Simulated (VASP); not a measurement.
Wanted: the native input for a VASP 6.6.1 run.

```yaml
Task: relaxation of cell and atoms
Functional: PBE
Potentials_or_basis: VASP PAW PBE potentials, release 64 (B, Ru_pv)
Cutoff: 600 eV
k_mesh: 12 × 12 × 2
Occupations: gaussian, width 0.1 eV
Spin: no spin polarisation
Dipole_correction: no
Further_INCAR_settings: ALGO = Fast; EDIFF = 1e-07; IBRION = 2; EDIFFG = -0.01; NSW = 100; ISIF = 3
```

The structure of B2Ru3 lies in POSCAR:

```
B2Ru3
1.0
    2.8553794499      0.0000000000      0.0000000000
   -1.4276897250      2.4728311411      0.0000000000
    0.0000000000      0.0000000000     15.5443929999
B Ru
4 6
Direct
    0.3333333333      0.6666666667      0.1569091448
    0.6666666667      0.3333333333      0.6569091448
    0.3333333333      0.6666666667      0.3430908552
    0.6666666667      0.3333333333      0.8430908552
    0.3333333333      0.6666666667      0.9318881028
    0.6666666667      0.3333333333      0.4318881028
    0.3333333333      0.6666666667      0.5681118972
    0.6666666667      0.3333333333      0.0681118972
    0.3333333333      0.6666666667      0.7500000000
    0.6666666667      0.3333333333      0.2500000000
```

The cell was built from a structure type or drawn by symmetry, and may not be a known phase.

The input as run:

INCAR

```
  PREC = Accurate
  ENCUT = 600
  EDIFF = 1E-7
  ISMEAR = 0
  SIGMA = 0.1
  LREAL = False
  LASPH = True
  NELM = 80
  ALGO = Fast
  ISIF = 3
  LWAVE = False
  LCHARG = False
  GGA = PE
  IBRION = 2
  NSW = 100
  EDIFFG = -0.01
```

KPOINTS

```
regular mesh
0
Gamma
  12 12 2
```

Potentials or basis: VASP PAW PBE potentials, release 64 (B, Ru_pv).

Launch:

```bash
$ cat potpaw_PBE.64/B/POTCAR potpaw_PBE.64/Ru_pv/POTCAR > POTCAR
$ mpirun -np 1 vasp_std > vasp.out
```

It gave:

```
Relaxed volume                        : 10.95 Å³/atom
Relaxed cell                          : a = 2.845 Å, b = 2.845 Å, c = 15.621 Å, α = 90.00°, β = 90.00°, γ = 120.00°
Space group after relaxing (to 0.1 Å) : P6_3/mmc (No. 194)
Energy gained by relaxing             : 0.8 meV/atom
Ionic steps                           : 5
Pressure after relaxing               : 0.0 GPa
Largest force after relaxing          : 0.005 eV/Å
Band gap on the k mesh                : zero (bands 48 and 49 overlap by 2.45 eV)
```

Wall time 12 min on 1 thread of Intel(R) Xeon(R) 6975P-C (Granite Rapids), on a shared host, peak memory 0.41 GiB.
